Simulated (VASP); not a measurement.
**TiB2 (AlB2 type): relaxation of shape and atoms at fixed volume with PBE**

Crystal: TiB2 (AlB2 type).

```xyz
3
Lattice="2.8149 0.0000 0.0000 -1.4074 2.4378 0.0000 0.0000 0.0000 2.9929" Properties=species:S:1:pos:R:3 pbc="T T T"
Ti    0.0000    0.0000    0.0000
B     0.0000    1.6252    1.4964
B     1.4074    0.8126    1.4964
```

```
Program                : VASP 6.6.1
Task                   : relaxation of shape and atoms at fixed volume
Functional             : PBE
Potentials or basis    : VASP PAW PBE potentials, release 64 (Ti_sv, B)
Cutoff                 : 600 eV
k mesh                 : 11 × 11 × 9
Occupations            : fermi-dirac, width 0.08 eV
Spin                   : no spin polarisation
Dipole correction      : no
Further INCAR settings : ALGO = Normal; EDIFF = 1e-06; IBRION = 2; EDIFFG = -0.005; NSW = 50; ISIF = 4
```

| Quantity | Value |
| --- | --- |
| Energy gained by relaxing | 5.8 meV/atom |
| Ionic steps | 3 |
| Pressure after relaxing | 86.1 GPa |
| Band gap on the k mesh | zero (band 9 reaches 13.11 eV, above the bottom of band 10 at 12.22 eV) |

Step by step:
| step | energy change (eV) | largest force (eV/Å) | pressure (GPa) | volume (Å³) |
| --- | --- | --- | --- | --- |
| 1 | 0.0000 | 0.0000 | 87.29 | 20.54 |
| 2 | -0.0162 | 0.0000 | 85.84 | 20.54 |
| 3 | -0.0174 | 0.0000 | 86.11 | 20.54 |

Final structure:
```
CELL_PARAMETERS angstrom
2.83935 0.00000 0.00000
-1.41968 2.45895 0.00000
0.00000 0.00000 2.94151
ATOMIC_POSITIONS crystal
Ti 0.00000 0.00000 0.00000
B 0.33333 0.66667 0.50000
B 0.66667 0.33333 0.50000
```

Levels at points of the mesh, in eV from the Fermi level:
```tsv
k point	band 5	band 6	band 7	band 8	band 9	band 10	band 11	band 12	band 13
(0.00, 0.00, 0.00)	-14.56	-3.28	-3.28	-2.59	-1.87	2.70	2.70	5.10	5.10
```

It took 19 s on 1 thread of Intel(R) Xeon(R) 6975P-C (Granite Rapids), on a shared host, peak memory 0.16 GiB.
